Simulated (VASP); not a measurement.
The system is Ti.

```
Ti
1.0
     0.00000    2.01403    2.01403
     2.01403    0.00000    2.01403
     2.01403    2.01403    0.00000
Ti
1
Direct
  0.00000 0.00000 0.00000
```

This isn't the form of Ti at room conditions, which is hcp.

Base run:

- Program: VASP 6.6.1
- Functional: PBE
- Potentials or basis: VASP PAW PBE potentials, release 64 (Ti_sv)
- Cutoff: 520 eV
- k mesh: 20 × 20 × 20
- Occupations: gaussian, width 0.15 eV
- Spin: collinear spin
- Starting moments: [0.625] μB
- Fixed moment: 0.625 μB

Its results: pressure 8.4 GPa; site moments Ti +0.43 μB.

Q: The run is repeated on the same cell with these changes: fixed moment from 0.625 μB to 0.375 μB; moments at the start from [0.62] to [0.38]. What comes out?

A: Pressure 7.6 GPa; site moments Ti +0.26 μB.

Caveats: the cell stands under pressure; the total moment is fixed, so each spin has its own Fermi level and the state may be an excited one.
